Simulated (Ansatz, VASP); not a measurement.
**H3CCl: VASP beside Ansatz**

```
CELL_PARAMETERS angstrom
8.38152 0.00000 0.00000
0.00000 8.38152 0.00000
0.00000 0.00000 8.38152
ATOMIC_POSITIONS crystal
C 0.23147 0.85701 0.79292
C 0.64872 0.65736 0.02697
C 0.27551 0.38346 0.60571
C 0.11481 0.34606 0.15117
C 0.86865 0.11391 0.72667
C 0.77598 0.65890 0.47612
C 0.53710 0.06073 0.26193
C 0.09003 0.85587 0.19470
Cl 0.36543 0.00979 0.86284
Cl 0.47549 0.61626 0.14593
Cl 0.45235 0.46040 0.70197
Cl 0.98559 0.28011 0.30915
Cl 0.80618 0.14686 0.93037
Cl 0.86396 0.62317 0.66859
Cl 0.52059 0.03366 0.47351
Cl 0.16470 0.76122 0.37105
H 0.11457 0.87580 0.84825
H 0.22169 0.86726 0.66274
H 0.28217 0.74105 0.82549
H 0.73042 0.73002 0.09920
H 0.70403 0.54409 0.99253
H 0.61140 0.72358 0.92119
H 0.24895 0.45911 0.50184
H 0.30068 0.25956 0.57123
H 0.17537 0.38873 0.69055
H 0.23827 0.33421 0.19124
H 0.09100 0.27117 0.04711
H 0.08674 0.47094 0.12602
H 0.85814 0.98599 0.70152
H 0.78942 0.18344 0.64873
H 0.99252 0.15333 0.71577
H 0.64832 0.63511 0.48471
H 0.79790 0.78360 0.44466
H 0.83307 0.57812 0.39126
H 0.51333 0.18649 0.23487
H 0.65879 0.02949 0.22505
H 0.45014 0.98234 0.20364
H 0.18869 0.86377 0.10917
H 0.99292 0.78290 0.14661
H 0.04672 0.97476 0.22681
```

Alike in both runs: functional PBE; dispersion D3(BJ); k mesh 1 × 1 × 1; occupations fermi-dirac, width 0.05 eV; no spin polarisation.

Ansatz relaxed the structure, and its values are those at the end. VASP's run is a single point on that final structure, the one shown.

|  | VASP | Ansatz |
| --- | --- | --- |
| version | VASP 6.6.1 | Ansatz 0.2.0 |
| potentials or method | VASP PAW PBE potentials, release 64 (C_h, Cl, H_h), cutoff 1000 eV | scalar-relativistic, plane waves, PAW |
| valence electrons in the cell | 112 | 112 |

Ansatz gave:

```
rms of the force components (eV/Å) : 0.072
```

Question: Which values does VASP return?

Answer: rms of the force components (eV/Å): 0.085.
